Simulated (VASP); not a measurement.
# Ho4Pd (F-43m) in VASP: a series of runs

Ho4Pd is run at these levels: PBE; tasks: single point, relaxation of cell and atoms.

All numbers are computed with VASP 6.6.1; they aren't measurements. Logs are shortened: lines on timing, memory, paths and dates and some standing lists are left out, and cuts for length are marked.

### 1 The cell of the first run

It takes space group F-43m (No. 216, cubic). The conventional cell has a = 8.834 Å, b = 8.834 Å, c = 8.834 Å, α = 90.00°, β = 90.00°, γ = 90.00°. Within 4.1 Å of Ho (site symmetry 3m) lie 6 Ho at 3.09 to 3.15 Å and 3 Pd at 3.66 Å. Within 4.8 Å of Pd (site symmetry -43m) lie 12 Ho at 3.66 Å.

The cell was built from a structure type or drawn by symmetry, and may not be a known phase.

### 2 Single point, PBE

INCAR reads:

```
SYSTEM = Ho4Pd
PREC     = Accurate       ! precision mode
ENCUT    = 500            ! plane-wave cutoff, eV
EDIFF    = 1E-6           ! SCF threshold, eV
ISMEAR   = 0              ! smearing method
SIGMA    = 0.1            ! smearing width, eV
LREAL    = .False.        ! projectors in reciprocal space
LASPH    = .True.         ! aspherical terms in the spheres
NELM     = 200            ! most SCF steps
ALGO     = Normal         ! electronic algorithm
ISIF     = 2              ! what is computed and relaxed
LWAVE    = .False.        ! write WAVECAR
LCHARG   = .True.         ! write CHGCAR
GGA      = PE             ! functional
LELF     = .True.         ! ELF
LVHAR    = .True.       
NBANDS   = 31             ! bands
GGA_COMPAT= .False.      
LMAXMIX  = 6              ! l up to which the mixer works
```

KPOINTS reads:

```
Automatic mesh
0
Gamma
  8 8 8
  0 0 0
```

POSCAR reads:

```
Ho4Pd
1.0
    0.0000000000      4.4169585519      4.4169585519
    4.4169585519      0.0000000000      4.4169585519
    4.4169585519      4.4169585519      0.0000000000
Ho Pd
4 1
Direct
    0.1261936437      0.6214190689      0.1261936437
    0.1261936437      0.1261936437      0.1261936437
    0.6214190689      0.1261936437      0.1261936437
    0.1261936437      0.1261936437      0.6214190689
    0.5000000000      0.5000000000      0.5000000000
```

Potentials or basis: VASP PAW PBE potentials, release 64 (Ho_3, Pd), 4f in core.

On the command line:

```sh
$ cat potpaw_PBE.64/Ho_3/POTCAR potpaw_PBE.64/Pd/POTCAR > POTCAR
$ mpirun -np 1 vasp_std > vasp.out
```

OUTCAR:

```text
SYSTEM = Ho4Pd
   PREC = Accurate
   ENCUT = 500
   EDIFF = 1E-6
   ISMEAR = 0
   LREAL = .False.
   LASPH = .True.
   NELM = 200
   ISIF = 2
   GGA = PE

 ion  position               nearest neighbor table
   1  0.126  0.621  0.126-   2 3.09   3 3.09   4 3.09   4 3.15   2 3.15   3 3.15
   2  0.126  0.126  0.126-   1 3.09   3 3.09   4 3.09   4 3.15   1 3.15   3 3.15
   3  0.621  0.126  0.126-   1 3.09   2 3.09   4 3.09   2 3.15   4 3.15   1 3.15
   4  0.126  0.126  0.621-   1 3.09   2 3.09   3 3.09   2 3.15   1 3.15   3 3.15
   5  0.500  0.500  0.500-

  LATTYP: Found a face centered cubic cell.
 ALAT       =     8.8339171038

  Lattice vectors:

 A1 = (   0.0000000000,   4.4169585519,   4.4169585519)
 A2 = (   4.4169585519,   0.0000000000,   4.4169585519)
 A3 = (   4.4169585519,   4.4169585519,   0.0000000000)

Analysis of symmetry for initial positions (statically):
=====================================================================
 Subroutine PRICEL returns:
 Original cell was already a primitive cell.

 Routine SETGRP: Setting up the symmetry group for a
 face centered cubic supercell.

 Subroutine GETGRP returns: Found 24 space group operations
 (whereof 24 operations were pure point group operations)
 out of a pool of 48 trial point group operations.

The static configuration has the point symmetry T_d .

Analysis of symmetry for dynamics (positions and initial velocities):
=====================================================================
 Subroutine PRICEL returns:
 Original cell was already a primitive cell.

 Routine SETGRP: Setting up the symmetry group for a
 face centered cubic supercell.

 Subroutine GETGRP returns: Found 24 space group operations
 (whereof 24 operations were pure point group operations)
 out of a pool of 48 trial point group operations.

The dynamic configuration has the point symmetry T_d .

 Subroutine INISYM returns: Found 24 space group operations
 (whereof 24 operations are pure point group operations),
 and found     1 'primitive' translations

----------------------------------------------------------------------------------------

                                     Primitive cell

  volume of cell :     172.3455

  direct lattice vectors                    reciprocal lattice vectors
     0.000000000  4.416958552  4.416958552    -0.113200066  0.113200066  0.113200066
     4.416958552  0.000000000  4.416958552     0.113200066 -0.113200066  0.113200066
     4.416958552  4.416958552  0.000000000     0.113200066  0.113200066 -0.113200066

  length of vectors
     6.246522689  6.246522689  6.246522689     0.196068266  0.196068266  0.196068266

  position of ions in fractional coordinates (direct lattice)
     0.126193644  0.621419069  0.126193644
     0.126193644  0.126193644  0.126193644
     0.621419069  0.126193644  0.126193644
     0.126193644  0.126193644  0.621419069
     0.500000000  0.500000000  0.500000000

  ion indices of the primitive-cell ions
   primitive index   ion index
                 1           1
                 2           2
                 3           3
                 4           4
                 5           5

----------------------------------------------------------------------------------------

 KPOINTS: Automatic mesh

Automatic generation of k-mesh.
 Grid dimensions read from file:
 generate k-points for:    8    8    8

 Generating k-lattice:

  Cartesian coordinates                     Fractional coordinates (reciprocal lattice)
    -0.014150008  0.014150008  0.014150008     0.125000000  0.000000000  0.000000000
     0.014150008 -0.014150008  0.014150008     0.000000000  0.125000000  0.000000000
     0.014150008  0.014150008 -0.014150008     0.000000000  0.000000000  0.125000000

  Length of vectors
     0.024508533  0.024508533  0.024508533

  Shift w.r.t. Gamma in fractional coordinates (k-lattice)
     0.000000000  0.000000000  0.000000000

 Subroutine IBZKPT returns following result:
 ===========================================

 Found     29 irreducible k-points:

 Following reciprocal coordinates:
            Coordinates               Weight
  0.000000  0.000000  0.000000      1.000000
  0.125000  0.000000  0.000000      8.000000
  0.250000  0.000000  0.000000      8.000000
  0.375000  0.000000  0.000000      8.000000
  0.500000  0.000000  0.000000      4.000000
  0.125000  0.125000  0.000000      6.000000
[... 16 lines left out ...]
  0.500000  0.250000  0.125000     48.000000
 -0.375000  0.250000  0.125000     24.000000
 [... further k-points ...]
   k-points           NKPTS =     29   k-points in BZ     NKDIM =     29   number of bands    NBANDS=     31
   number of dos      NEDOS =    301   number of ions     NIONS =      5
   total plane-waves  NPLWV = 110592
   dimension x,y,z NGX =    48 NGY =   48 NGZ =   48
   dimension x,y,z NGXF=    96 NGYF=   96 NGZF=   96
   ions per type =               4   1
   NGX,Y,Z   is equivalent  to a cutoff of  12.77, 12.77, 12.77 a.u.
   NGXF,Y,Z  is equivalent  to a cutoff of  25.55, 25.55, 25.55 a.u.
 SYSTEM =  Ho4Pd
   PREC   = accura    normal or accurate (medium, high low for compatibility)
   ISTART =      0    job   : 0-new  1-cont  2-samecut
   ICHARG =      2    charge: 1-file 2-atom 10-const
   ISPIN  =      1    spin polarized calculation?
   LNONCOLLINEAR =      F non collinear calculations
   LSORBIT =      F    spin-orbit coupling
   LASPH  =      T    aspherical Exc in radial PAW
   ENCUT  =  500.0 eV  36.75 Ry    6.06 a.u.  11.39 11.39 11.39*2*pi/ulx,y,z
   NELM   =    200;   NELMIN=  2; NELMDL= -5     # of ELM steps
   EDIFF  = 0.1E-05   stopping-criterion for ELM
   LREAL  =      F    real-space projection
   EDIFFG = 0.1E-04   stopping-criterion for IOM
   NSW    =      0    number of steps for IOM
   IBRION =     -1    ionic relax: 0-MD 1-quasi-New 2-CG
   NFREE  =      0    steps in history (QN), initial steepest desc. (CG)
   ISIF   =      2    stress and relaxation
   ISYM   =      2    0-nonsym 1-usesym 2-fastsym
   POTIM  = 0.5000    time-step for ionic-motion
   TEBEG  =    0.0;   TEEND  =   0.0 temperature during run
   PSTRESS=    0.0 pullay stress
   NELECT =      46.0000    total number of electrons
   NUPDOWN=      -1.0000    fix difference up-down
   EMIN   =  10.00;   EMAX   =-10.00  energy-range for DOS
   EFERMI =   0.00;   METHOD = LEGACY
   ISMEAR =     0;   SIGMA  =   0.10  broadening in eV -4-tet -1-fermi 0-gaus
   EFERMI_NEDOS =   21; number of points for ismear=-14 and -15
   IALGO  =     38    algorithm
   IMIX   =      4    mixing-type and parameters
     AMIX     =   0.40;   BMIX     =  1.00
     AMIX_MAG =   1.60;   BMIX_MAG =  1.00
  volume/ion in A,a.u.               =      34.47       232.61
  Fermi-wavevector in a.u.,A,eV,Ry     =   1.054049  1.991864 15.116334  1.111019
  Thomas-Fermi vector in A             =   2.189194
   LORBIT       =      0    0 simple, 1 ext, 2 COOP (PROOUT), +10 PAW based schemes
   GGA     = PE    functional components
   LHFCALC =     F    Hartree Fock is set to
   AEXX    =    0.0000 exact exchange contribution
   IVDW    =     0    specifies the selected vdW correction
   LEPSILON=     F    determine dielectric tensor
   LRPA    =     F    only Hartree local field effects (RPA)
 non-spin polarized calculation
 Gauss-broadening in eV      SIGMA  =   0.10
  energy-cutoff  :      500.00
  volume of cell :      172.35
 maximum number of plane-waves:      4405
 NGX is ok and might be reduce to    48
   NGX = 23   NGY = 23   NGZ = 23

 number of electron      46.0000004 magnetization

 Free energy of the ion-electron system (eV)
  ---------------------------------------------------
  ext. energy  EPLUGINS =         0.00000000
  ---------------------------------------------------
  free energy    TOTEN  =       -18.98906462 eV

  energy without entropy =      -18.95977872  energy(sigma->0) =      -18.97442167

 E-fermi :   2.1180     XC(G=0):  -9.0646

 val. band max:        2.1118763382   @ k =  -0.2500   0.1250   0.0000
 cond. band min:       2.1488398277   @ k =  -0.3750   0.5000   0.1250
 fundamental gap:      0.0369634895
 Fermi energy:         2.1180130781

 k-point     1 :       0.0000    0.0000    0.0000
  band No.  band energies     occupation
      1     -22.9531      2.00000
      2     -22.3939      2.00000
      3     -22.3939      2.00000
      4     -22.3939      2.00000
      5     -22.2202      2.00000
      6     -22.2202      2.00000
[... 23 lines left out ...]
     30       5.1409      0.00000
     31       5.1409      0.00000

 k-point     2 :       0.1250    0.0000    0.0000
  band No.  band energies     occupation
      1     -22.9189      2.00000
      2     -22.3839      2.00000
      3     -22.3782      2.00000
      4     -22.3782      2.00000
      5     -22.2121      2.00000
      6     -22.2121      2.00000
[... 23 lines left out ...]
     30       4.9391      0.00000
     31       5.0410      0.00000

 k-point     3 :       0.2500    0.0000    0.0000
  band No.  band energies     occupation
      1     -22.8321      2.00000
      2     -22.3450      2.00000
      3     -22.3438      2.00000
      4     -22.3438      2.00000
      5     -22.1789      2.00000
      6     -22.1789      2.00000
[... 23 lines left out ...]
     30       4.4858      0.00000
     31       4.6414      0.00000

 k-point     4 :       0.3750    0.0000    0.0000
  band No.  band energies     occupation
      1     -22.7424      2.00000
      2     -22.3181      2.00000
      3     -22.3181      2.00000
      4     -22.2516      2.00000
      5     -22.1053      2.00000
      6     -22.1053      2.00000
[... 635 lines left out ...]
     30       4.2316      0.00000
     31       4.3419      0.00000

 k-point    23 :       0.5000    0.2500    0.1250
  band No.  band energies     occupation
      1     -22.6538      2.00000
      2     -22.3329      2.00000
      3     -22.2633      2.00000
      4     -22.2407      2.00000
      5     -22.1369      2.00000
      6     -22.0353      2.00000
[... 23 lines left out ...]
     30       3.8067      0.00000
     31       4.4160      0.00000

 k-point    24 :      -0.3750    0.2500    0.1250
  band No.  band energies     occupation
      1     -22.6119      2.00000
      2     -22.3069      2.00000
      3     -22.2363      2.00000
      4     -22.1877      2.00000
      5     -22.1503      2.00000
      6     -22.0372      2.00000
[... 23 lines left out ...]
     30       3.8369      0.00000
     31       4.1994      0.00000

 [... further k-points ...]

------------------------ aborting loop because EDIFF is reached ----------------------------------------

  FORCE on cell =-STRESS in cart. coord.  units (eV):
  Direction    XX          YY          ZZ          XY          YZ          ZX
  --------------------------------------------------------------------------------------
  -------------------------------------------------------------------------------------
  Total        0.3040568      0.3040568      0.3040568      0.0000000      0.0000000      0.0000000
  in kB        2.8266064      2.8266064      2.8266064      0.0000000      0.0000000      0.0000000
  external PRESSURE =       2.8266064 kB  Pullay stress =       0.0000000 kB

 VOLUME and BASIS-vectors are now :
 -----------------------------------------------------------------------------
  energy-cutoff  :      500.00
  volume of cell :      172.35
      direct lattice vectors                 reciprocal lattice vectors
     0.000000000  4.416958552  4.416958552    -0.113200066  0.113200066  0.113200066
     4.416958552  0.000000000  4.416958552     0.113200066 -0.113200066  0.113200066
     4.416958552  4.416958552  0.000000000     0.113200066  0.113200066 -0.113200066

 POSITION                                       TOTAL-FORCE (eV/Angst)
 -----------------------------------------------------------------------------------
      3.30217      1.11478      3.30217         0.004552     -0.004552      0.004552
      1.11478      1.11478      1.11478        -0.004552     -0.004552     -0.004552
      1.11478      3.30217      3.30217        -0.004552      0.004552      0.004552
      3.30217      3.30217      1.11478         0.004552      0.004552     -0.004552
      4.41696      4.41696      4.41696        -0.000000     -0.000000     -0.000000
 -----------------------------------------------------------------------------------
    total drift:                                0.000000      0.000000      0.000000

  FREE ENERGIE OF THE ION-ELECTRON SYSTEM (eV)
  ---------------------------------------------------
  free  energy   TOTEN  =       -18.9890646232 eV

  energy  without entropy=      -18.9597787157  energy(sigma->0) =      -18.97442167
```

Run time: 1.9 min. Hardware: 1 thread of Intel Xeon 6975P-C (Granite Rapids), shared host; peak memory 0.37 GiB.

What came out:

```yaml
Free_energy: -18.9891 eV
Pressure: 0.3 GPa
Largest_force: 0.008 eV/Å
Band_gap_on_the_k_mesh: zero (bands 23 and 24 overlap by 0.69 eV)
```

Forces in eV/Å, atoms in the order of the input:
```
Ho   0.005 -0.005  0.005
Ho  -0.005 -0.005 -0.005
Ho  -0.005  0.005  0.005
Ho   0.005  0.005 -0.005
Pd   0.000  0.000  0.000
```

Levels at points of the mesh, in eV from the Fermi level:
```csv
k point,band 21,band 22,band 23,band 24,band 25,band 26
"(0.00, 0.00, 0.00)",-0.96,-0.96,-0.35,-0.35,-0.35,0.45
"(0.50, 0.00, 0.00)",-0.33,-0.33,-0.22,0.59,0.59,0.95
"(0.50, 0.50, 0.00)",-0.19,-0.15,-0.15,0.46,0.46,0.64
```

Caveat: spin-orbit coupling is left out, which moves the levels of the heavy elements; the 4f electrons are frozen in the core, so they carry no moment and show no levels. Spin polarisation is off, so any magnetic state and its effect on volume and gap are missing.

[end of part 1 of 2]
